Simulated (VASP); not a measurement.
Set up this calculation in VASP 6.6.1, as the native input.

| Property | Result |
| --- | --- |
| Task | single point |
| Functional | PBEsol |
| Potentials or basis | VASP PAW PBE potentials, release 64 (Mg, F) |
| Cutoff | 600 eV |
| k mesh | 6 × 6 × 8 |
| Occupations | gaussian, width 0.02 eV |
| Spin | no spin polarisation |
| Dipole correction | no |
| Further INCAR settings | ALGO = Normal; EDIFF = 1e-06; NBANDS = 25 |

The structure of MgF2 lies in POSCAR:

```
MgF2
1.0
    4.5875998617      0.0000000000      0.0000000000
    0.0000000000      4.5875998617      0.0000000000
    0.0000000000      0.0000000000      3.0369820331
Mg F
2 4
Direct
    0.0000000000      0.0000000000      0.0000000000
    0.5000000000      0.5000000000      0.5000000000
    0.3028752268      0.3028752268      0.0000000000
    0.1971247732      0.8028752268      0.5000000000
    0.6971247732      0.6971247732      0.0000000000
    0.8028752268      0.1971247732      0.5000000000
```

One way to write it, as run:

INCAR

```
  PREC = Accurate
  ENCUT = 600
  EDIFF = 1E-6
  ISMEAR = 0
  SIGMA = 0.02
  LREAL = False
  LASPH = True
  NELM = 120
  ALGO = Normal
  ISIF = 2
  LWAVE = False
  LCHARG = False
  GGA = PS
  NBANDS = 25
  GGA_COMPAT = False
```

KPOINTS

```
Automatic mesh
0
Gamma
  6 6 8
```

Potentials or basis: VASP PAW PBE potentials, release 64 (Mg, F).

Command:

```console
$ cat potpaw_PBE.64/Mg/POTCAR potpaw_PBE.64/F/POTCAR > POTCAR
$ mpirun -np 1 vasp_std > vasp.out
```

Results of the run:

```
Pressure               : 2.2 GPa
Band gap on the k mesh : 7.07 eV
```

Caveat: the PAW data sets were made with another functional, which shifts forces and pressure a little.

Wall time 54 s on 1 thread of Intel(R) Xeon(R) Platinum 8559C (Emerald Rapids) (shared host), peak memory 0.23 GiB.
